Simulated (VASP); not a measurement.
# Si6O11 (a cell with a defect) in VASP: a series of runs, part 3 of 3

VASP 6.6.1. Earlier steps stand in the parts before.

## Step 6: Single point, PBE

Contents of INCAR:

```
SYSTEM = Si6O11
  PREC = Accurate
  ENCUT = 520
  EDIFF = 1E-6
  ISMEAR = 0
  SIGMA = 0.05
  LREAL = Auto
  LASPH = .TRUE.
  NELM = 60
  ALGO = Normal
  ISIF = 2
  LWAVE = .FALSE.
  LCHARG = .FALSE.
  GGA = PE
  NBANDS = 59
  NELECT = 88.0
```

Contents of KPOINTS:

```
Automatic mesh
0
G
  4 4 2
  0 0 0
```

Contents of POSCAR:

```
Si6O11
1.0
   -2.5103274377      4.3480146658      0.0000000000
    0.0000000000      0.0000000000      5.5092660079
    7.5309823132      4.3480146658      0.0000000000
Si O
6 11
Direct
    0.7617495765      0.3333333333      0.2382504235
    0.2617495765      0.3333333333      0.7382504235
    0.9765008470      0.6666666667      0.5000000000
    0.4765008470      0.6666666667      0.0000000000
    0.2617495765      0.0000000000      0.2617495765
    0.7617495765      0.0000000000      0.7617495765
    0.0486521033      0.2055717715      0.2072260374
    0.5486521033      0.2055717715      0.7072260374
    0.7865130045      0.5389051049      0.3720609296
    0.2865130045      0.5389051049      0.8720609296
    0.6648348922      0.8722384382      0.9207130329
    0.2865130045      0.7944282285      0.1279390704
    0.7865130045      0.7944282285      0.6279390704
    0.6648348922      0.4610948951      0.0792869671
    0.1648348922      0.4610948951      0.5792869671
    0.1139358465     -0.0886782587      0.4011442307
    0.0486521033      0.1277615618      0.7927739626
```

Potentials or basis: VASP PAW PBE potentials, release 64 (Si, O).

Launch:

```
$ cat potpaw_PBE.64/Si/POTCAR potpaw_PBE.64/O/POTCAR > POTCAR
$ mpirun -np 1 vasp_std > vasp.out
```

OUTCAR:

```text
SYSTEM = Si6O11
   PREC = Accurate
   ENCUT = 520
   EDIFF = 1E-6
   ISMEAR = 0
   LREAL = Auto
   LASPH = .TRUE.
   NELM = 60
   ISIF = 2
   GGA = PE
   NELECT = 88.0

 ion  position               nearest neighbor table
   1  0.762  0.333  0.238-  14 1.63   7 1.63   9 1.63   5 3.12   5 3.12   3 3.12   4 3.12
   2  0.262  0.333  0.738-  15 1.63   8 1.63  17 1.63  10 1.63   6 3.12   6 3.12   4 3.12   3 3.12

   3  0.977  0.667  0.500-  13 1.63   9 1.63  15 1.63  16 1.74   5 3.12   6 3.12   1 3.12   2 3.12

   4  0.477  0.667  0.000-  12 1.63  10 1.63  11 1.63  14 1.63   6 3.12   5 3.12   2 3.12   1 3.12

   5  0.262  0.000  0.262-  16 1.50  12 1.63   7 1.63   3 3.12   4 3.12   1 3.12   1 3.12
   6  0.762  0.000  0.762-  11 1.63  17 1.63  13 1.63   8 1.63   4 3.12   3 3.12   2 3.12   2 3.12

   7  0.049  0.206  0.207-   1 1.63   5 1.63
   8  0.549  0.206  0.707-   2 1.63   6 1.63
   9  0.787  0.539  0.372-   3 1.63   1 1.63
  10  0.287  0.539  0.872-   4 1.63   2 1.63
  11  0.665  0.872  0.921-   6 1.63   4 1.63
  12  0.287  0.794  0.128-   4 1.63   5 1.63
  13  0.787  0.794  0.628-   3 1.63   6 1.63
  14  0.665  0.461  0.079-   1 1.63   4 1.63
  15  0.165  0.461  0.579-   2 1.63   3 1.63
  16  0.114  0.911  0.401-   5 1.50   3 1.74
  17  0.049  0.128  0.793-   6 1.63   2 1.63

  LATTYP: Found a simple orthorhombic cell.
 ALAT       =     5.0206548755
 B/A-ratio  =     1.0973201992
 C/A-ratio  =     1.7320508076

  Lattice vectors:

 A1 = (  -2.5103274377,   4.3480146658,   0.0000000000)
 A2 = (   0.0000000000,   0.0000000000,   5.5092660079)
 A3 = (   7.5309823132,   4.3480146658,   0.0000000000)

Analysis of symmetry for initial positions (statically):
=====================================================================
 Subroutine PRICEL returns:
 Original cell was already a primitive cell.

 Routine SETGRP: Setting up the symmetry group for a
 simple orthorhombic supercell.

 Subroutine GETGRP returns: Found  1 space group operations
 (whereof  1 operations were pure point group operations)
 out of a pool of  8 trial point group operations.

[... 164 lines left out ...]
   GGA     = PE    functional components
   LHFCALC =     F    Hartree Fock is set to
   AEXX    =    0.0000 exact exchange contribution
   IVDW    =     0    specifies the selected vdW correction
   LEPSILON=     F    determine dielectric tensor
   LRPA    =     F    only Hartree local field effects (RPA)
 non-spin polarized calculation
 Gauss-broadening in eV      SIGMA  =   0.05
  energy-cutoff  :      520.00
  volume of cell :      240.53
 maximum number of plane-waves:      6512
 NGX is ok and might be reduce to    40
   NGX = 19   NGY = 21   NGZ = 33

 number of electron      87.9999993 magnetization

 Free energy of the ion-electron system (eV)
  ---------------------------------------------------
  ext. energy  EPLUGINS =         0.00000000
  ---------------------------------------------------
  free energy    TOTEN  =      -132.80715436 eV

  energy without entropy =     -132.79382165  energy(sigma->0) =     -132.80048801

 E-fermi :   0.4824     XC(G=0):  -8.5642

 val. band max:        0.4718015555   @ k =   0.2500   0.0000   0.0000
 cond. band min:       0.4905175201   @ k =   0.0000   0.5000   0.0000
 fundamental gap:      0.0187159646
 Fermi energy:         0.4824302790

 k-point     1 :       0.0000    0.0000    0.0000
  band No.  band energies     occupation
      1     -19.0816      2.00000
      2     -18.3234      2.00000
      3     -18.1634      2.00000
      4     -17.9792      2.00000
      5     -17.6498      2.00000
      6     -17.3636      2.00000
[... 1169 lines left out ...]
     55      10.5240      0.00000
     56      10.6591      0.00000
 [bands above 56 left out]

------------------------ aborting loop because EDIFF is reached ----------------------------------------

  FORCE on cell =-STRESS in cart. coord.  units (eV):
  Direction    XX          YY          ZZ          XY          YZ          ZX
  --------------------------------------------------------------------------------------
  -------------------------------------------------------------------------------------
  Total      -10.2395516    -16.7756721    -17.3595454      1.6082353     -2.9859376     -0.0349953
  in kB      -68.2050315   -111.7417336   -115.6308783     10.7123580    -19.8891493     -0.2331013
  external PRESSURE =     -98.5258811 kB  Pullay stress =       0.0000000 kB

 VOLUME and BASIS-vectors are now :
 -----------------------------------------------------------------------------
  energy-cutoff  :      520.00
  volume of cell :      240.53
      direct lattice vectors                 reciprocal lattice vectors
    -2.510327438  4.348014666  0.000000000    -0.099588602  0.172492518  0.000000000
     0.000000000  0.000000000  5.509266008     0.000000000  0.000000000  0.181512383
     7.530982313  4.348014666  0.000000000     0.099588602  0.057497506  0.000000000

 POSITION                                       TOTAL-FORCE (eV/Angst)
 -----------------------------------------------------------------------------------
     -0.11798      4.34801      1.83642        -1.435494      1.190047      2.245137
      4.90267      4.34801      1.83642         0.165439      0.000990      0.105383
      1.31415      6.41985      3.67284         0.411085      0.736054      0.804550
     -1.19617      2.07183      3.67284        -1.321776     -0.878444      0.311432
      1.31415      2.27618      0.00000        -3.428050     -2.429005      0.180476
      3.82448      6.62420      0.00000        -0.044471      0.132226     -0.054850
[... 9 lines left out ...]
      2.73499      2.23958      5.02071         5.532583      1.541461     -3.572183
      5.84823      3.65853      0.70387        -0.038090      0.094638      0.048261
 -----------------------------------------------------------------------------------
    total drift:                                0.006153     -0.005808     -0.004529

  FREE ENERGIE OF THE ION-ELECTRON SYSTEM (eV)
  ---------------------------------------------------
  free  energy   TOTEN  =      -132.8071543604 eV

  energy  without entropy=     -132.7938216530  energy(sigma->0) =     -132.80048801
```

OSZICAR:

```text
N       E                     dE             d eps       ncg     rms          rms(c)
DAV:   1     0.547758595605E+03    0.54776E+03   -0.45157E+04  2368   0.136E+03
DAV:   2    -0.105378632781E+03   -0.65314E+03   -0.63537E+03  2923   0.315E+02
DAV:   3    -0.150900255323E+03   -0.45522E+02   -0.45298E+02  2856   0.889E+01
[... 12 lines left out ...]
DAV:  16    -0.132807121759E+03    0.45748E-03   -0.39019E-03  2936   0.173E-01    0.346E-02
DAV:  17    -0.132807150225E+03   -0.28466E-04   -0.23954E-04  2648   0.687E-02    0.160E-02
DAV:  18    -0.132807158179E+03   -0.79541E-05   -0.31149E-05  2944   0.204E-02    0.221E-02
DAV:  19    -0.132807159633E+03   -0.14542E-05   -0.48589E-06  2144   0.104E-02    0.228E-02
DAV:  20    -0.132807154029E+03    0.56039E-05   -0.38948E-05  2680   0.194E-02    0.244E-03
DAV:  21    -0.132807154360E+03   -0.33122E-06   -0.26592E-06  1608   0.717E-03
   1 F= -.13280715E+03 E0= -.13280049E+03  d E =-.133327E-01
```

stdout:

```text
POSCAR found type information on POSCAR SiO
 POSCAR found :  2 types and      17 ions
 scaLAPACK will be used
 LDA part: xc-table for (Slater+PW92), standard interpolation
 POSCAR, INCAR and KPOINTS ok, starting setup
 FFT: planning ... GRIDC
 FFT: planning ... GRID_SOFT
 FFT: planning ... GRID
 WAVECAR not read
 entering main loop
 the old and the new charge density differ
 old charge density:    90.00000 new   88.00000
    0.336E+01
```

Wall time 15 min (1 thread of AMD EPYC 7R13, shared host); peak memory 0.39 GiB.

Results:

```yaml
Free_energy: -132.8072 eV
Largest_force: 6.764 eV/Å
```

Forces on the atoms (eV/Å):
```
Si  -1.435  1.190  2.245
Si   0.165  0.001  0.105
Si   0.411  0.736  0.805
Si  -1.322 -0.878  0.311
Si  -3.428 -2.429  0.180
Si  -0.044  0.132 -0.055
O   -0.590 -0.538  0.789
O   -0.108 -0.011 -0.071
O   -0.216 -1.135 -0.922
O    0.267  0.218  0.125
O    0.513  0.105 -0.307
O    0.530  0.927  0.863
O   -0.319 -0.053 -0.061
O    0.778  0.569 -1.247
O   -0.697 -0.470  0.763
O    5.533  1.541 -3.572
O   -0.038  0.095  0.048
```

Caveat: the k points lie up to 0.36 Å⁻¹ apart; the cell carries a net charge on a neutralising background, which shifts energy and pressure; the cell differs from its parent crystal (atoms taken out, atom 16 moved 1.000 of the way to it and -0.375 Å across, host rigid); the cell is charged against a uniform background, so pressure and absolute levels hang on convention.
